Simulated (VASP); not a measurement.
Wanted: the native input for a VASP 6.6.1 run.

```
Task                   : single point
Functional             : PBE
Potentials or basis    : VASP PAW PBE potentials, release 64 (I, K_sv)
Cutoff                 : 500 eV
k mesh                 : 4 × 4 × 4
Occupations            : fermi-dirac, width 0.1 eV
Spin                   : no spin polarisation
Dipole correction      : no
Further INCAR settings : ALGO = Normal; EDIFF = 1e-06; NBANDS = 15
```

The structure of KI lies in POSCAR:

```
KI
1.0
    4.3332590000      0.0000000000      0.0000000000
    0.0000000000      4.3332590000      0.0000000000
    0.0000000000      0.0000000000      4.3332590000
I K
1 1
Direct
    0.0000000000      0.0000000000      0.0000000000
    0.5000000000      0.5000000000      0.5000000000
```

The input as run:

INCAR

```
SYSTEM = KI
PREC = Accurate
ENCUT = 500
EDIFF = 1E-6
ISMEAR = -1
SIGMA = 0.1
LREAL = .False.
LASPH = .True.
NELM = 120
ALGO = Normal
ISIF = 2
LWAVE = .False.
LCHARG = .False.
GGA = PE
NBANDS = 15
GGA_COMPAT = .False.
```

KPOINTS

```
Automatic mesh
0
Gamma
  4 4 4
  0 0 0
```

Potentials or basis: VASP PAW PBE potentials, release 64 (I, K_sv).

Launch:

```sh
$ cat potpaw_PBE.64/I/POTCAR potpaw_PBE.64/K_sv/POTCAR > POTCAR
$ mpirun -np 1 vasp_std > vasp.out
```

Results of the run:

| Quantity | Value |
| --- | --- |
| Pressure | 0.2 GPa |
| Band gap on the k mesh | 3.25 eV, indirect (least direct gap 3.60 eV) |

Caveat: spin-orbit coupling is left out, which moves the levels of the heavy elements.

Run time: 5.6 s on 1 thread of Intel(R) Xeon(R) 6975P-C (Granite Rapids), on a shared host, peak memory 0.17 GiB.
